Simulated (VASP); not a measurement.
# RbCl (Fm-3m) in VASP: a series of runs

The runs below take RbCl through single point, with r2SCAN.

Everything below comes from runs of VASP 6.6.1. Logs are shortened: lines on timing, memory, paths and dates and some standing lists are left out, and cuts for length are marked.

### 1 The cell of the first run

The structure is cubic, space group Fm-3m (No. 225). The conventional cell has a = 6.614 Å, b = 6.614 Å, c = 6.614 Å, α = 90.00°, β = 90.00°, γ = 90.00°. Rb (site symmetry m-3m) has 6 Cl at 3.31 Å within 4.3 Å. Cl (site symmetry m-3m) has 6 Rb at 3.31 Å within 4.3 Å.

### 2 Single point, r2SCAN (36.16 Å³/atom)

The input, POSCAR:

```
RbCl
1.0
    0.0000000000      3.3068991505      3.3068991505
    3.3068991505      0.0000000000      3.3068991505
    3.3068991505      3.3068991505      0.0000000000
Rb Cl
1 1
Direct
    0.5000000000      0.5000000000      0.5000000000
    0.0000000000      0.0000000000      0.0000000000
```

The input, INCAR.step1:

```
  ALGO = Normal
  EDIFF = 1E-5
  ENCUT = 550
  GGA = PE
  GGA_COMPAT = F
  ISMEAR = 0
  LASPH = T
  LCHARG = F
  LREAL = F
  LWAVE = T
  NBANDS = 15
  NELM = 120
  PREC = Accurate
  SIGMA = 0.05
```

The input, INCAR.step2:

```
  ALGO = Normal
  EDIFF = 1E-6
  ENCUT = 550
  GGA_COMPAT = F
  ISIF = 2
  ISMEAR = 0
  ISTART = 1
  LASPH = T
  LCHARG = F
  LMIXTAU = T
  LREAL = F
  LWAVE = F
  METAGGA = R2SCAN
  NBANDS = 15
  NELM = 120
  PREC = Accurate
  SIGMA = 0.05
```

The input, KPOINTS:

```
k-points
0
Gamma
  6 6 6
```

Potentials or basis: VASP PAW PBE potentials, release 64 (Rb_sv, Cl).

Started as:

```console
> cat potpaw_PBE.64/Rb_sv/POTCAR potpaw_PBE.64/Cl/POTCAR > POTCAR
> cp INCAR.step1 INCAR
> mpirun -np 1 vasp_std > vasp.out
> cp INCAR.step2 INCAR
> mpirun -np 1 vasp_std > vasp.out
```

OUTCAR:

```text
EDIFF = 1E-6
   ENCUT = 550
   ISIF = 2
   ISMEAR = 0
   ISTART = 1
   LASPH = T
   LREAL = F
   METAGGA = R2SCAN
   NELM = 120
   PREC = Accurate

 ion  position               nearest neighbor table
   1  0.500  0.500  0.500-   2 3.31   2 3.31   2 3.31   2 3.31   2 3.31   2 3.31
   2  0.000  0.000  0.000-   1 3.31   1 3.31   1 3.31   1 3.31   1 3.31   1 3.31

  LATTYP: Found a face centered cubic cell.
 ALAT       =     6.6137983010

  Lattice vectors:

 A1 = (   0.0000000000,   3.3068991505,   3.3068991505)
 A2 = (   3.3068991505,   0.0000000000,   3.3068991505)
 A3 = (   3.3068991505,   3.3068991505,   0.0000000000)

Analysis of symmetry for initial positions (statically):
=====================================================================
 Subroutine PRICEL returns:
 Original cell was already a primitive cell.

 Routine SETGRP: Setting up the symmetry group for a
 face centered cubic supercell.

 Subroutine GETGRP returns: Found 48 space group operations
 (whereof 48 operations were pure point group operations)
 out of a pool of 48 trial point group operations.

The static configuration has the point symmetry O_h .

Analysis of symmetry for dynamics (positions and initial velocities):
=====================================================================
 Subroutine PRICEL returns:
 Original cell was already a primitive cell.

 Routine SETGRP: Setting up the symmetry group for a
 face centered cubic supercell.

 Subroutine GETGRP returns: Found 48 space group operations
 (whereof 48 operations were pure point group operations)
 out of a pool of 48 trial point group operations.

The dynamic configuration has the point symmetry O_h .

 Subroutine INISYM returns: Found 48 space group operations
 (whereof 48 operations are pure point group operations),
 and found     1 'primitive' translations

----------------------------------------------------------------------------------------

                                     Primitive cell

  volume of cell :      72.3257

  direct lattice vectors                    reciprocal lattice vectors
     0.000000000  3.306899151  3.306899151    -0.151199047  0.151199047  0.151199047
     3.306899151  0.000000000  3.306899151     0.151199047 -0.151199047  0.151199047
     3.306899151  3.306899151  0.000000000     0.151199047  0.151199047 -0.151199047

  length of vectors
     4.676661628  4.676661628  4.676661628     0.261884431  0.261884431  0.261884431

  position of ions in fractional coordinates (direct lattice)
     0.500000000  0.500000000  0.500000000
     0.000000000  0.000000000  0.000000000

  ion indices of the primitive-cell ions
   primitive index   ion index
[... 78 lines left out ...]
   EMIN   =  10.00;   EMAX   =-10.00  energy-range for DOS
   EFERMI =   0.00;   METHOD = LEGACY
   ISMEAR =     0;   SIGMA  =   0.05  broadening in eV -4-tet -1-fermi 0-gaus
   EFERMI_NEDOS =   21; number of points for ismear=-14 and -15
   IALGO  =     38    algorithm
   IMIX   =      4    mixing-type and parameters
     AMIX     =   0.40;   BMIX     =  1.00
     AMIX_MAG =   1.60;   BMIX_MAG =  1.00
  volume/ion in A,a.u.               =      36.16       244.04
  Fermi-wavevector in a.u.,A,eV,Ry     =   0.990111  1.871038 13.338060  0.980320
  Thomas-Fermi vector in A             =   2.121758
   LORBIT       =      0    0 simple, 1 ext, 2 COOP (PROOUT), +10 PAW based schemes
   METAGGA = R2SCAN    functional components
   LHFCALC =     F    Hartree Fock is set to
   AEXX    =    0.0000 exact exchange contribution
   IVDW    =     0    specifies the selected vdW correction
   LEPSILON=     F    determine dielectric tensor
   LRPA    =     F    only Hartree local field effects (RPA)
 non-spin polarized calculation
 Gauss-broadening in eV      SIGMA  =   0.05
  energy-cutoff  :      550.00
  volume of cell :       72.33
 maximum number of plane-waves:      2138
   NGX = 17   NGY = 17   NGZ = 17

 number of electron      16.0000002 magnetization

 Free energy of the ion-electron system (eV)
  ---------------------------------------------------
  ext. energy  EPLUGINS =         0.00000000
  ---------------------------------------------------
  free energy    TOTEN  =       -24.38565773 eV

  energy without entropy =      -24.38565773  energy(sigma->0) =      -24.38565773

 E-fermi :  -2.0449     XC(G=0):  -7.7140

 val. band max:       -2.3509778843   @ k =   0.0000   0.0000   0.0000
 cond. band min:       3.2025967039   @ k =   0.0000   0.0000   0.0000
 fundamental gap:      5.5535745882
 Fermi energy:        -2.0449457149

 k-point     1 :       0.0000    0.0000    0.0000
  band No.  band energies     occupation
      1     -27.0246      2.00000
      2     -14.8841      2.00000
      3     -10.5275      2.00000
      4     -10.5275      2.00000
      5     -10.5275      2.00000
      6      -2.3510      2.00000
      7      -2.3510      2.00000
      8      -2.3510      2.00000
      9       3.2026      0.00000
     10       6.2547      0.00000
     11       6.2547      0.00000
     12       6.2547      0.00000
     13       7.4167      0.00000
     14       7.4167      0.00000
[... 257 lines left out ...]
      2     -14.8606      2.00000
      3     -10.7331      2.00000
      4     -10.6594      2.00000
      5     -10.5428      2.00000
      6      -2.6929      2.00000
      7      -2.6402      2.00000
      8      -2.5307      2.00000
      9       5.0233      0.00000
     10       6.6731      0.00000
     11       7.2425      0.00000
     12       8.3406      0.00000
     13       9.3480      0.00000
     14      10.1403      0.00000
     15      10.5982      0.00000

------------------------ aborting loop because EDIFF is reached ----------------------------------------

  FORCE on cell =-STRESS in cart. coord.  units (eV):
  Direction    XX          YY          ZZ          XY          YZ          ZX
  --------------------------------------------------------------------------------------
  -------------------------------------------------------------------------------------
  Total        0.0070050      0.0070050      0.0070050     -0.0000000     -0.0000000     -0.0000000
  in kB        0.1551758      0.1551758      0.1551758     -0.0000000     -0.0000000     -0.0000000
  external PRESSURE =       0.1551758 kB  Pullay stress =       0.0000000 kB

 VOLUME and BASIS-vectors are now :
 -----------------------------------------------------------------------------
  energy-cutoff  :      550.00
  volume of cell :       72.33
      direct lattice vectors                 reciprocal lattice vectors
     0.000000000  3.306899151  3.306899151    -0.151199047  0.151199047  0.151199047
     3.306899151  0.000000000  3.306899151     0.151199047 -0.151199047  0.151199047
     3.306899151  3.306899151  0.000000000     0.151199047  0.151199047 -0.151199047

 POSITION                                       TOTAL-FORCE (eV/Angst)
 -----------------------------------------------------------------------------------
      3.30690      3.30690      3.30690         0.000000     -0.000000     -0.000000
      0.00000      0.00000      0.00000        -0.000000      0.000000      0.000000
 -----------------------------------------------------------------------------------
    total drift:                                0.000000      0.000000      0.000000

  FREE ENERGIE OF THE ION-ELECTRON SYSTEM (eV)
  ---------------------------------------------------
  free  energy   TOTEN  =       -24.3856577286 eV

  energy  without entropy=      -24.3856577286  energy(sigma->0) =      -24.38565773
```

OUTCAR.step1:

```text
EDIFF = 1E-5
   ENCUT = 550
   GGA = PE
   ISMEAR = 0
   LASPH = T
[... 497 lines left out ...]
 -----------------------------------------------------------------------------------
      3.30690      3.30690      3.30690         0.000000      0.000000     -0.000000
      0.00000      0.00000      0.00000        -0.000000     -0.000000      0.000000
 -----------------------------------------------------------------------------------
    total drift:                                0.000000      0.000000      0.000000

  FREE ENERGIE OF THE ION-ELECTRON SYSTEM (eV)
  ---------------------------------------------------
  free  energy   TOTEN  =        -6.6703055909 eV

  energy  without entropy=       -6.6703055909  energy(sigma->0) =       -6.67030559
```

Wall time 67 s (1 thread of Intel Xeon Platinum 8488C (Sapphire Rapids), shared host); peak memory 0.21 GiB.

What came out:

```
Free energy            : -24.3857 eV
Pressure               : 0.0 GPa
Band gap on the k mesh : 5.55 eV
```

Caveat: the PAW data sets were made with another functional, which shifts forces and pressure a little.

### 3 Single point, r2SCAN

POSCAR is that of step 2.

The input, INCAR.step1:

```
SYSTEM = RbCl
PREC = Accurate
ENCUT = 550
ISMEAR = 0
SIGMA = 0.05
LREAL = .FALSE.
LASPH = .TRUE.
NELM = 120
NBANDS = 15
GGA = PE
ALGO = Normal
EDIFF = 1E-5
LWAVE = .TRUE.
LCHARG = .FALSE.
GGA_COMPAT = .FALSE.
```

The input, INCAR.step2:

```
SYSTEM = RbCl
PREC = Accurate
ENCUT = 550
EDIFF = 1E-6
ISMEAR = 0
SIGMA = 0.05
LREAL = .FALSE.
LASPH = .TRUE.
NELM = 120
ALGO = Normal
ISIF = 2
LWAVE = .FALSE.
LCHARG = .FALSE.
METAGGA = R2SCAN
LMIXTAU = .TRUE.
NBANDS = 15
ISTART = 1
GGA_COMPAT = .FALSE.
```

The input, KPOINTS:

```
regular mesh
0
G
  6 6 6
  0 0 0
```

Potentials or basis: VASP PAW PBE potentials, release 64 (Rb_sv, Cl).

Started as:

```console
> cat potpaw_PBE.64/Rb_sv/POTCAR potpaw_PBE.64/Cl/POTCAR > POTCAR
> cp INCAR.step1 INCAR
> mpirun -np 1 vasp_std > vasp.out
> cp INCAR.step2 INCAR
> mpirun -np 1 vasp_std > vasp.out
```

Run time: 59 s. Hardware: 1 thread of Intel Xeon Platinum 8488C (Sapphire Rapids), shared host; peak memory 0.21 GiB.

It converged, with:

```yaml
Free_energy: -24.3857 eV
Pressure: 0.0 GPa
Band_gap_on_the_k_mesh: 5.55 eV
```

Levels at points of the mesh, in eV from the valence-band top:
| k point | band 5 | band 6 | band 7 | band 8 | band 9 | band 10 | band 11 | band 12 |
| --- | --- | --- | --- | --- | --- | --- | --- | --- |
| (0.00, 0.00, 0.00) | -8.18 | 0.00 | 0.00 | 0.00 | 5.55 | 8.61 | 8.61 | 8.61 |
| (0.50, 0.00, 0.00) | -8.15 | -0.82 | -0.32 | -0.32 | 8.17 | 8.48 | 10.85 | 10.85 |
| (0.50, 0.50, 0.00) | -8.27 | -0.33 | -0.10 | -0.10 | 6.67 | 8.84 | 10.13 | 10.92 |

Caveat: the PAW data sets were made with another functional, which shifts forces and pressure a little.

### 4 Single point, r2SCAN

POSCAR is that of step 3.

The input, INCAR.step1:

```
SYSTEM = RbCl
ALGO     = Normal         ! electronic algorithm
EDIFF    = 1E-5           ! SCF threshold, eV
ENCUT    = 550            ! plane-wave cutoff, eV
GGA      = PE             ! functional
GGA_COMPAT= .False.      
ISMEAR   = 1              ! smearing method
LASPH    = .True.         ! aspherical terms in the spheres
LCHARG   = .False.        ! write CHGCAR
LREAL    = .False.        ! projectors in reciprocal space
LWAVE    = .True.         ! write WAVECAR
NBANDS   = 15             ! bands
NELM     = 120            ! most SCF steps
PREC     = Accurate       ! precision mode
SIGMA    = 0.1            ! smearing width, eV
```

The input, INCAR.step2:

```
SYSTEM = RbCl
ALGO     = Normal         ! electronic algorithm
EDIFF    = 1E-6           ! SCF threshold, eV
ENCUT    = 550            ! plane-wave cutoff, eV
GGA_COMPAT= .False.      
ISIF     = 2              ! what is computed and relaxed
ISMEAR   = 1              ! smearing method
ISTART   = 1            
LASPH    = .True.         ! aspherical terms in the spheres
LCHARG   = .False.        ! write CHGCAR
LMIXTAU  = .True.       
LREAL    = .False.        ! projectors in reciprocal space
LWAVE    = .False.        ! write WAVECAR
METAGGA  = R2SCAN         ! meta-GGA
NBANDS   = 15             ! bands
NELM     = 120            ! most SCF steps
PREC     = Accurate       ! precision mode
SIGMA    = 0.1            ! smearing width, eV
```

The input, KPOINTS:

```
k-points
0
Gamma
  6 6 6
  0 0 0
```

Potentials or basis: VASP PAW PBE potentials, release 64 (Rb_sv, Cl).

Started as:

```console
> cat potpaw_PBE.64/Rb_sv/POTCAR potpaw_PBE.64/Cl/POTCAR > POTCAR
> cp INCAR.step1 INCAR
> mpirun -np 1 vasp_std > vasp.out
> cp INCAR.step2 INCAR
> mpirun -np 1 vasp_std > vasp.out
```

OUTCAR:

```text
SYSTEM = RbCl
   EDIFF = 1E-6
   ENCUT = 550
   ISIF = 2
   ISMEAR = 1
   ISTART = 1
   LASPH = .True.
   LREAL = .False.
   METAGGA = R2SCAN
   NELM = 120
   PREC = Accurate

 ion  position               nearest neighbor table
   1  0.500  0.500  0.500-   2 3.31   2 3.31   2 3.31   2 3.31   2 3.31   2 3.31
   2  0.000  0.000  0.000-   1 3.31   1 3.31   1 3.31   1 3.31   1 3.31   1 3.31

  LATTYP: Found a face centered cubic cell.
 ALAT       =     6.6137983010

  Lattice vectors:

 A1 = (   0.0000000000,   3.3068991505,   3.3068991505)
 A2 = (   3.3068991505,   0.0000000000,   3.3068991505)
 A3 = (   3.3068991505,   3.3068991505,   0.0000000000)

Analysis of symmetry for initial positions (statically):
=====================================================================
 Subroutine PRICEL returns:
 Original cell was already a primitive cell.

 Routine SETGRP: Setting up the symmetry group for a
 face centered cubic supercell.

 Subroutine GETGRP returns: Found 48 space group operations
 (whereof 48 operations were pure point group operations)
 out of a pool of 48 trial point group operations.

The static configuration has the point symmetry O_h .

[... 165 lines left out ...]
      6      -2.3530      1.08562
      7      -2.3530      1.08562
      8      -2.3530      1.08562
      9       3.2021      0.00000
     10       6.2546      0.00000
     11       6.2546      0.00000
     12       6.2546      0.00000
     13       7.4166      0.00000
     14       7.4166      0.00000
[... 257 lines left out ...]
      2     -14.8630      2.00000
      3     -10.7320      2.00000
      4     -10.6583      2.00000
      5     -10.5416      2.00000
      6      -2.6948      2.00001
      7      -2.6420      2.00026
      8      -2.5326      2.02541
      9       5.0231      0.00000
     10       6.6727      0.00000
     11       7.2421      0.00000
     12       8.3404      0.00000
     13       9.3480      0.00000
     14      10.1410      0.00000
     15      10.5983      0.00000

------------------------ aborting loop because EDIFF is reached ----------------------------------------

  FORCE on cell =-STRESS in cart. coord.  units (eV):
  Direction    XX          YY          ZZ          XY          YZ          ZX
  --------------------------------------------------------------------------------------
  -------------------------------------------------------------------------------------
  Total        0.0025307      0.0025307      0.0025307      0.0000000      0.0000000      0.0000000
  in kB        0.0560613      0.0560613      0.0560613      0.0000000      0.0000000      0.0000000
  external PRESSURE =       0.0560613 kB  Pullay stress =       0.0000000 kB

 VOLUME and BASIS-vectors are now :
 -----------------------------------------------------------------------------
  energy-cutoff  :      550.00
  volume of cell :       72.33
      direct lattice vectors                 reciprocal lattice vectors
     0.000000000  3.306899151  3.306899151    -0.151199047  0.151199047  0.151199047
     3.306899151  0.000000000  3.306899151     0.151199047 -0.151199047  0.151199047
     3.306899151  3.306899151  0.000000000     0.151199047  0.151199047 -0.151199047

 POSITION                                       TOTAL-FORCE (eV/Angst)
 -----------------------------------------------------------------------------------
      3.30690      3.30690      3.30690        -0.000000      0.000000     -0.000000
      0.00000      0.00000      0.00000         0.000000      0.000000      0.000000
 -----------------------------------------------------------------------------------
    total drift:                                0.000000      0.000000      0.000000

  FREE ENERGIE OF THE ION-ELECTRON SYSTEM (eV)
  ---------------------------------------------------
  free  energy   TOTEN  =       -24.3839608614 eV

  energy  without entropy=      -24.3894873031  energy(sigma->0) =      -24.38580301
```

OSZICAR.step1:

```text
N       E                     dE             d eps       ncg     rms          rms(c)
DAV:   1     0.761089620460E+02    0.76109E+02   -0.69496E+03   480   0.937E+02
DAV:   2    -0.153455249786E+01   -0.77644E+02   -0.71562E+02   707   0.175E+02
DAV:   3    -0.690252099672E+01   -0.53680E+01   -0.53405E+01   667   0.429E+01
DAV:   4    -0.703327903793E+01   -0.13076E+00   -0.13074E+00   718   0.547E+00
DAV:   5    -0.703411146671E+01   -0.83243E-03   -0.83237E-03   656   0.484E-01    0.312E+00
DAV:   6    -0.667541294469E+01    0.35870E+00   -0.49579E-01   592   0.344E+00    0.238E+00
DAV:   7    -0.665273776500E+01    0.22675E-01   -0.12372E-01   627   0.184E+00    0.142E+00
DAV:   8    -0.666688472867E+01   -0.14147E-01   -0.17353E-02   578   0.817E-01    0.174E-01
DAV:   9    -0.666800501204E+01   -0.11203E-02   -0.15049E-03   606   0.209E-01    0.103E-01
DAV:  10    -0.666861575441E+01   -0.61074E-03   -0.53685E-04   522   0.146E-01    0.163E-02
DAV:  11    -0.666863244248E+01   -0.16688E-04   -0.27174E-05   612   0.336E-02    0.118E-02
DAV:  12    -0.666863865127E+01   -0.62088E-05   -0.13823E-05   514   0.220E-02
   1 F= -.66686387E+01 E0= -.66704527E+01  d E =0.544215E-02
```

Wall time 61 s (1 thread of Intel Xeon Platinum 8488C (Sapphire Rapids), shared host); peak memory 0.21 GiB.

What came out:

```yaml
Free_energy: -24.3840 eV
Pressure: 0.0 GPa
Band_gap_on_the_k_mesh: 5.56 eV
```

Levels at points of the mesh, in eV from the valence-band top:
| k point | band 5 | band 6 | band 7 | band 8 | band 9 | band 10 | band 11 | band 12 |
| --- | --- | --- | --- | --- | --- | --- | --- | --- |
| (0.00, 0.00, 0.00) | -8.17 | 0.00 | 0.00 | 0.00 | 5.56 | 8.61 | 8.61 | 8.61 |
| (0.50, 0.00, 0.00) | -8.15 | -0.82 | -0.32 | -0.32 | 8.17 | 8.48 | 10.86 | 10.86 |
| (0.50, 0.50, 0.00) | -8.27 | -0.33 | -0.10 | -0.10 | 6.68 | 8.84 | 10.13 | 10.92 |

Caveat: the PAW data sets were made with another functional, which shifts forces and pressure a little.

(Part 1 of 2 ends here.)
